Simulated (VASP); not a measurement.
Ir: single point with PBE

Ir:

```
Ir
1.0
     0.00000    2.78325    2.78325
     2.78325    0.00000    2.78325
     2.78325    2.78325    0.00000
Ir
2
Cartesian
  5.5665 5.5665 5.5665
  1.3916 1.3916 1.3916
```

This isn't the form of Ir at room conditions, which is fcc.

* Program: VASP 6.6.1
* Task: single point
* Functional: PBE
* Potentials or basis: VASP PAW PBE potentials, release 64 (Ir)
* Cutoff: 500 eV
* k mesh: 14 × 14 × 14
* Occupations: gaussian, width 0.1 eV
* Spin: no spin polarisation

```yaml
Pressure: -0.3 GPa
Band_gap_on_the_k_mesh: zero (bands 9 and 10 overlap by 1.55 eV)
```

Levels at points of the mesh, in eV from the Fermi level:
| k point | band 5 | band 6 | band 7 | band 8 | band 9 | band 10 | band 11 | band 12 | band 13 | band 14 |
| --- | --- | --- | --- | --- | --- | --- | --- | --- | --- | --- |
| (0.00, 0.00, 0.00) | -4.65 | -4.65 | -1.74 | -1.74 | -1.74 | 0.77 | 0.77 | 10.86 | 10.94 | 12.45 |
| (0.50, 0.00, 0.00) | -4.66 | -4.66 | -1.92 | -1.01 | -1.01 | 0.24 | 0.24 | 1.44 | 8.72 | 8.72 |
| (0.50, 0.50, 0.00) | -3.65 | -3.65 | -2.46 | -2.46 | 0.57 | 0.57 | 1.96 | 1.96 | 3.76 | 3.76 |

It took 85 s on 1 thread of Intel(R) Xeon(R) Platinum 8259CL CPU @ 2.50GHz (Skylake/Cascade Lake), on a shared host, peak memory 0.21 GiB.

Caveat: spin-orbit coupling is left out, which moves the levels of the heavy elements.
